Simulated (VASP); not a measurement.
Input of a VASP 6.6.1 run:

INCAR

```
ALGO = Fast ; EDIFF = 1E-6
EDIFFG = -0.005 ; ENCUT = 600
IBRION = 2 ; ISIF = 3
ISMEAR = 0 ; LASPH = T
LCHARG = F ; LREAL = F
LWAVE = F ; NELM = 80
NSW = 100 ; PREC = Accurate
SIGMA = 0.1
```

File KPOINTS:

```
k-points
0
Gamma
  12 12 12
```

File POSCAR:

```
ZnPd3
1.0
    3.8067383477      0.0000000000      0.0000000000
    0.0000000000      3.8067383477      0.0000000000
    0.0000000000      0.0000000000      3.8067383477
Zn Pd
1 3
Direct
    0.0000000000      0.0000000000      0.0000000000
    0.0000000000      0.5000000000      0.5000000000
    0.5000000000      0.0000000000      0.5000000000
    0.5000000000      0.5000000000      0.0000000000
```

Potentials or basis: VASP PAW LDA potentials, release 64 (Zn, Pd).

Launch:

```sh
$ cat potpaw_LDA.64/Zn/POTCAR potpaw_LDA.64/Pd/POTCAR > POTCAR
$ mpirun -np 1 vasp_std > vasp.out
```

Q: Predict the relaxed cell.

A: a = 3.810 Å, b = 3.810 Å, c = 3.810 Å, α = 90.00°, β = 90.00°, γ = 90.00°.

Q: What does it give for the band gap on the k mesh?

A: Zero (bands 21 and 22 overlap by 0.86 eV).

Q: Predict the relaxed volume.

A: 13.83 Å³/atom.

Q: Estimate the space group after relaxing (to 0.1 Å).

A: Pm-3m (No. 221).

The path:
| step | energy change (eV) | largest force (eV/Å) | pressure (GPa) | volume (Å³) |
| --- | --- | --- | --- | --- |
| 1 | 0.0000 | 0.0000 | 0.55 | 55.16 |
| 2 | 0.0003 | 0.0000 | -0.81 | 55.54 |
| 3 | -0.0003 | 0.0000 | 0.00 | 55.32 |
